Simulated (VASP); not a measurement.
# Al (Fm-3m) in VASP: notebook

The runs below take Al through single point, relaxation of cell and atoms, with revPBE+D4, PBEsol+D4.

Everything below comes from runs of VASP 6.6.1. Logs are shortened: lines on timing, memory, paths and dates and some standing lists are left out, and cuts for length are marked.

### 1 The cell of the first run

Symmetry: Fm-3m, No. 225, cubic system. Conventional cell: a = 3.972 Å, b = 3.972 Å, c = 3.972 Å, α = 90.00°, β = 90.00°, γ = 90.00°. Within 3.7 Å of Al (site symmetry m-3m) lie 12 Al at 2.81 Å.

### 2 Single point, revPBE+D4

Contents of INCAR:

```
SYSTEM = Al
ALGO = Normal
EDIFF = 1E-6
ENCUT = 520
GGA = RE
ISIF = 2
ISMEAR = -1
IVDW = 13
LASPH = .TRUE.
LCHARG = .FALSE.
LREAL = .FALSE.
LWAVE = .FALSE.
NBANDS = 8
NELM = 100
PREC = Accurate
SIGMA = 0.05
```

Contents of KPOINTS:

```
k-points
0
G
  11 11 11
  0 0 0
```

Contents of POSCAR:

```
Al
1.0
    0.0000000000      1.9860598309      1.9860598309
    1.9860598309      0.0000000000      1.9860598309
    1.9860598309      1.9860598309      0.0000000000
Al
1
Direct
    0.0000000000      0.0000000000      0.0000000000
```

Potentials or basis: VASP PAW PBE potentials, release 64 (Al).

Started as:

```bash
cat potpaw_PBE.64/Al/POTCAR > POTCAR
mpirun -np 1 vasp_std > vasp.out
```

OUTCAR:

```text
SYSTEM = Al
   EDIFF = 1E-6
   ENCUT = 520
   GGA = RE
   ISIF = 2
   ISMEAR = -1
   IVDW = 13
   LASPH = .TRUE.
   LREAL = .FALSE.
   NELM = 100
   PREC = Accurate

 ion  position               nearest neighbor table
   1  0.000  0.000  0.000-

  LATTYP: Found a face centered cubic cell.
 ALAT       =     3.9721196618

  Lattice vectors:

 A1 = (   0.0000000000,   1.9860598309,   1.9860598309)
 A2 = (   1.9860598309,   0.0000000000,   1.9860598309)
 A3 = (   1.9860598309,   1.9860598309,   0.0000000000)

Analysis of symmetry for initial positions (statically):
=====================================================================
 Subroutine PRICEL returns:
 Original cell was already a primitive cell.

 Routine SETGRP: Setting up the symmetry group for a
 face centered cubic supercell.

 Subroutine GETGRP returns: Found 48 space group operations
 (whereof 48 operations were pure point group operations)
 out of a pool of 48 trial point group operations.

The static configuration has the point symmetry O_h .

Analysis of symmetry for dynamics (positions and initial velocities):
=====================================================================
 Subroutine PRICEL returns:
 Original cell was already a primitive cell.

 Routine SETGRP: Setting up the symmetry group for a
 face centered cubic supercell.

 Subroutine GETGRP returns: Found 48 space group operations
 (whereof 48 operations were pure point group operations)
 out of a pool of 48 trial point group operations.

The dynamic configuration has the point symmetry O_h .

 Subroutine INISYM returns: Found 48 space group operations
 (whereof 48 operations are pure point group operations),
 and found     1 'primitive' translations

----------------------------------------------------------------------------------------

                                     Primitive cell

  volume of cell :      15.6678

  direct lattice vectors                    reciprocal lattice vectors
     0.000000000  1.986059831  1.986059831    -0.251754752  0.251754752  0.251754752
     1.986059831  0.000000000  1.986059831     0.251754752 -0.251754752  0.251754752
     1.986059831  1.986059831  0.000000000     0.251754752  0.251754752 -0.251754752

  length of vectors
     2.808712749  2.808712749  2.808712749     0.436052021  0.436052021  0.436052021

  position of ions in fractional coordinates (direct lattice)
     0.000000000  0.000000000  0.000000000

  ion indices of the primitive-cell ions
   primitive index   ion index
                 1           1

----------------------------------------------------------------------------------------

 KPOINTS: k-points

Automatic generation of k-mesh.
 Grid dimensions read from file:
 generate k-points for:   11   11   11

 Generating k-lattice:

  Cartesian coordinates                     Fractional coordinates (reciprocal lattice)
    -0.022886796  0.022886796  0.022886796     0.090909091  0.000000000  0.000000000
     0.022886796 -0.022886796  0.022886796     0.000000000  0.090909091  0.000000000
     0.022886796  0.022886796 -0.022886796     0.000000000  0.000000000  0.090909091

  Length of vectors
     0.039641093  0.039641093  0.039641093

  Shift w.r.t. Gamma in fractional coordinates (k-lattice)
     0.000000000  0.000000000  0.000000000

 Subroutine IBZKPT returns following result:
 ===========================================

 Found     56 irreducible k-points:

 Following reciprocal coordinates:
            Coordinates               Weight
  0.000000  0.000000  0.000000      1.000000
  0.090909  0.000000  0.000000      8.000000
  0.181818  0.000000  0.000000      8.000000
  0.272727  0.000000  0.000000      8.000000
  0.363636  0.000000  0.000000      8.000000
  0.454545  0.000000  0.000000      8.000000
[... 16 lines left out ...]
 -0.272727  0.181818  0.000000     24.000000
 -0.181818  0.181818  0.000000     12.000000
 [... further k-points ...]
   k-points           NKPTS =     56   k-points in BZ     NKDIM =     56   number of bands    NBANDS=      8
   number of dos      NEDOS =    301   number of ions     NIONS =      1
   total plane-waves  NPLWV =  13824
   dimension x,y,z NGX =    24 NGY =   24 NGZ =   24
   dimension x,y,z NGXF=    48 NGYF=   48 NGZF=   48
   ions per type =               1
   NGX,Y,Z   is equivalent  to a cutoff of  14.21, 14.21, 14.21 a.u.
   NGXF,Y,Z  is equivalent  to a cutoff of  28.41, 28.41, 28.41 a.u.
 SYSTEM =  Al
   PREC   = accura    normal or accurate (medium, high low for compatibility)
   ISTART =      0    job   : 0-new  1-cont  2-samecut
   ICHARG =      2    charge: 1-file 2-atom 10-const
   ISPIN  =      1    spin polarized calculation?
   LNONCOLLINEAR =      F non collinear calculations
   LSORBIT =      F    spin-orbit coupling
   LASPH  =      T    aspherical Exc in radial PAW
   ENCUT  =  520.0 eV  38.22 Ry    6.18 a.u.   5.22  5.22  5.22*2*pi/ulx,y,z
   NELM   =    100;   NELMIN=  2; NELMDL= -5     # of ELM steps
   EDIFF  = 0.1E-05   stopping-criterion for ELM
   LREAL  =      F    real-space projection
   EDIFFG = 0.1E-04   stopping-criterion for IOM
   NSW    =      0    number of steps for IOM
   IBRION =     -1    ionic relax: 0-MD 1-quasi-New 2-CG
   NFREE  =      0    steps in history (QN), initial steepest desc. (CG)
   ISIF   =      2    stress and relaxation
   ISYM   =      2    0-nonsym 1-usesym 2-fastsym
   POTIM  = 0.5000    time-step for ionic-motion
   TEBEG  =    0.0;   TEEND  =   0.0 temperature during run
   PSTRESS=    0.0 pullay stress
   NELECT =       3.0000    total number of electrons
   NUPDOWN=      -1.0000    fix difference up-down
   EMIN   =  10.00;   EMAX   =-10.00  energy-range for DOS
   EFERMI =   0.00;   METHOD = LEGACY
   ISMEAR =    -1;   SIGMA  =   0.05  broadening in eV -4-tet -1-fermi 0-gaus
   EFERMI_NEDOS =   21; number of points for ismear=-14 and -15
   IALGO  =     38    algorithm
   IMIX   =      4    mixing-type and parameters
     AMIX     =   0.40;   BMIX     =  1.00
     AMIX_MAG =   1.60;   BMIX_MAG =  1.00
  volume/ion in A,a.u.               =      15.67       105.73
  Fermi-wavevector in a.u.,A,eV,Ry     =   0.943582  1.783111 12.113903  0.890347
  Thomas-Fermi vector in A             =   2.071303
   LORBIT       =      0    0 simple, 1 ext, 2 COOP (PROOUT), +10 PAW based schemes
   GGA     = RE    functional components
   LHFCALC =     F    Hartree Fock is set to
   AEXX    =    0.0000 exact exchange contribution
   IVDW    =    13    specifies the selected vdW correction
   LEPSILON=     F    determine dielectric tensor
   LRPA    =     F    only Hartree local field effects (RPA)
 non-spin polarized calculation
  energy-cutoff  :      520.00
  volume of cell :       15.67
 maximum number of plane-waves:       440
 NGX is ok and might be reduce to    24
   NGX = 11   NGY = 11   NGZ = 11

 number of electron       3.0000000 magnetization

 Free energy of the ion-electron system (eV)
  ---------------------------------------------------
  ext. energy  EPLUGINS =         0.00000000
  ---------------------------------------------------
  free energy    TOTEN  =        -3.54599950 eV

  energy without entropy =       -3.54207609  energy(sigma->0) =       -3.54403779

 E-fermi :   8.6236     XC(G=0): -10.3432

 val. band max:        8.5773555702   @ k =  -0.4545   0.3636   0.0000
 cond. band min:       8.6584186494   @ k =   0.4545   0.1818   0.0909
 fundamental gap:      0.0810630792
 Fermi energy:         8.6235835153

 k-point     1 :       0.0000    0.0000    0.0000
  band No.  band energies     occupation
      1      -2.8734      2.00000
      2      21.5160      0.00000
      3      21.5160      0.00000
      4      21.5160      0.00000
      5      23.5151      0.00000
      6      23.5151      0.00000
      7      23.5151      0.00000
      8      25.4115      0.00000

 k-point     2 :       0.0909    0.0000    0.0000
  band No.  band energies     occupation
      1      -2.6409      2.00000
      2      18.6092      0.00000
      3      20.9652      0.00000
      4      20.9652      0.00000
      5      23.9997      0.00000
      6      24.4318      0.00000
      7      24.4318      0.00000
      8      27.4508      0.00000

 k-point     3 :       0.1818    0.0000    0.0000
  band No.  band energies     occupation
      1      -1.9460      2.00000
      2      14.8526      0.00000
      3      20.2631      0.00000
      4      20.2631      0.00000
      5      23.6913      0.00000
      6      25.1959      0.00000
      7      25.1959      0.00000
      8      26.5717      0.00000

 k-point     4 :       0.2727    0.0000    0.0000
  band No.  band energies     occupation
      1      -0.7958      2.00000
      2      11.3165      0.00000
      3      19.8593      0.00000
      4      19.8593      0.00000
      5      23.4381      0.00000
      6      23.5009      0.00000
      7      23.5009      0.00000
      8      27.6124      0.00000

 k-point     5 :       0.3636    0.0000    0.0000
  band No.  band energies     occupation
      1       0.7981      2.00000
      2       8.1116      1.99993
      3      19.8153      0.00000
      4      19.8153      0.00000
      5      22.0258      0.00000
      6      22.0258      0.00000
      7      23.4834      0.00000
      8      26.0938      0.00000
[... 177 lines left out ...]
 k-point    22 :      -0.3636    0.1818    0.0000
  band No.  band energies     occupation
      1       2.8907      2.00000
      2       6.9296      2.00000
      3      13.4959      0.00000
      4      18.0506      0.00000
      5      19.9981      0.00000
      6      24.6141      0.00000
      7      27.3991      0.00000
      8      30.3724      0.00000

 k-point    23 :      -0.2727    0.1818    0.0000
  band No.  band energies     occupation
      1       1.0239      2.00000
      2       9.7935      0.00000
      3      13.3728      0.00000
      4      19.3090      0.00000
      5      21.3400      0.00000
      6      24.3396      0.00000
      7      26.9335      0.00000
      8      27.4607      0.00000

 k-point    24 :      -0.1818    0.1818    0.0000
  band No.  band energies     occupation
      1      -0.4146      2.00000
      2      12.5172      0.00000
      3      14.1679      0.00000
      4      20.9561      0.00000
      5      23.0137      0.00000
      6      23.9216      0.00000
      7      25.3974      0.00000
      8      26.2965      0.00000

 [... further k-points ...]

------------------------ aborting loop because EDIFF is reached ----------------------------------------

  DFT-D4 for vdW energy calculation

  Edisp (eV):   -0.59420

  FORCE on cell =-STRESS in cart. coord.  units (eV):
  Direction    XX          YY          ZZ          XY          YZ          ZX
  --------------------------------------------------------------------------------------
  -------------------------------------------------------------------------------------
  Total      -0.01972    -0.01972    -0.01972    -0.00000    -0.00000    -0.00000
  in kB      -2.01665    -2.01665    -2.01665    -0.00000    -0.00000    -0.00000
  external pressure =       -2.02 kB  Pullay stress =        0.00 kB

 VOLUME and BASIS-vectors are now :
 -----------------------------------------------------------------------------
  energy-cutoff  :      520.00
  volume of cell :       15.67
      direct lattice vectors                 reciprocal lattice vectors
     0.000000000  1.986059831  1.986059831    -0.251754752  0.251754752  0.251754752
     1.986059831  0.000000000  1.986059831     0.251754752 -0.251754752  0.251754752
     1.986059831  1.986059831  0.000000000     0.251754752  0.251754752 -0.251754752

 POSITION                                       TOTAL-FORCE (eV/Angst)
 -----------------------------------------------------------------------------------
      0.00000      0.00000      0.00000         0.000000      0.000000      0.000000
 -----------------------------------------------------------------------------------
    total drift:                               -0.000000      0.000000     -0.000000

  FREE ENERGIE OF THE ION-ELECTRON SYSTEM (eV)
  ---------------------------------------------------
  free  energy   TOTEN  =        -4.1401958244 eV

  energy  without entropy=       -4.1362724112  energy(sigma->0) =       -4.13823412
```

It took 5.3 s on 1 thread of Intel Xeon Platinum 8488C (Sapphire Rapids), shared host; peak memory 0.13 GiB.

Results:

```
Free energy                : -4.1402 eV
Pressure                   : -0.2 GPa
Dispersion energy per atom : -0.594 eV
```

Levels at points of the mesh, in eV from the Fermi level:
```tsv
k point	band 1	band 2	band 3	band 4	band 5	band 6
(0.00, 0.00, 0.00)	-11.50	12.89	12.89	12.89	14.89	14.89
```

Caveat: the PAW data sets were made with another functional, which shifts forces and pressure a little; pairwise dispersion overbinds metals, which lowers pressure and volume.

(Part 1 of 2 ends here.)
